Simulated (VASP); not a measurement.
Runs of VASP 6.6.1 on BaZrO3. The structure is that of space group Pm-3m (No. 221), or close to it. The cells are those of the table. 

```tsv
potentials or basis	spin	cell	cutoff (eV)	second run	gap on the mesh (eV)	pressure (GPa)	moment (μB)
VASP PAW PBE potentials, release 64 (Ba_sv, Zr_sv, O)	off	a = 4.195 Å, 5 atoms	520	-	3.18	(a)	-
VASP PAW PBE potentials, release 64 (Ba_sv, Zr_sv, O)	non-collinear, zero start, SOC	a = 4.283 Å, 5 atoms	520	-	-	-4.6	0.00
VASP PAW PBE potentials, release 64 (Ba_sv, Zr_sv, O_h)	off	a = 4.195 Å, 5 atoms	910	hard_potentials	3.19	(b)	-
VASP PAW PBE potentials, release 64 (Ba_sv, Zr_sv, O)	non-collinear, zero start, SOC	a = 4.324 Å, 5 atoms	520	-	-	-8.0	0.00
```

Alike in all rows: task single point; level PBE; k mesh 6 × 6 × 6; smearing gaussian 0.05 eV.

Q: Fill in the values left out.

A: (a) 4.6; (b) 4.4.

Caveats: spin-orbit coupling is left out, which moves the levels of the heavy elements (some runs); the cutoff is under 1.25 times the usual one of these potentials, so pressure, stress and relaxed cells hold a basis-set (Pulay) error (some runs).

A k mesh can miss the band edges, and rows without SOC leave out spin-orbit coupling on Ba, Zr.
